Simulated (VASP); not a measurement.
A run of VASP 6.6.1 is set up as follows.

INCAR

```
PREC = Accurate
ENCUT = 520
EDIFF = 1E-6
ISMEAR = 0
SIGMA = 0.025
LREAL = F
LASPH = T
NELM = 100
ALGO = Normal
ISIF = 2
LWAVE = F
LCHARG = F
GGA = PE
NBANDS = 8
```

The input KPOINTS:

```
Automatic mesh
0
Gamma
  12 12 12
```

The input POSCAR:

```
Sb
1.0
   -1.5765401831      1.5765401831      2.7119384313
    1.5765401831     -1.5765401831      2.7119384313
    1.5765401831      1.5765401831     -2.7119384313
Sb
1
Direct
    0.0000000000      0.0000000000      0.0000000000
```

Potentials or basis: VASP PAW PBE potentials, release 64 (Sb).

Run with:

```console
$ cat potpaw_PBE.64/Sb/POTCAR > POTCAR
$ mpirun -np 1 vasp_std > vasp.out
```

What does it give for the pressure?

1.7 GPa.

Stress tensor (GPa, compression positive):
```
1.92 0.00 0.00
0.00 1.92 0.00
0.00 0.00 1.21
```
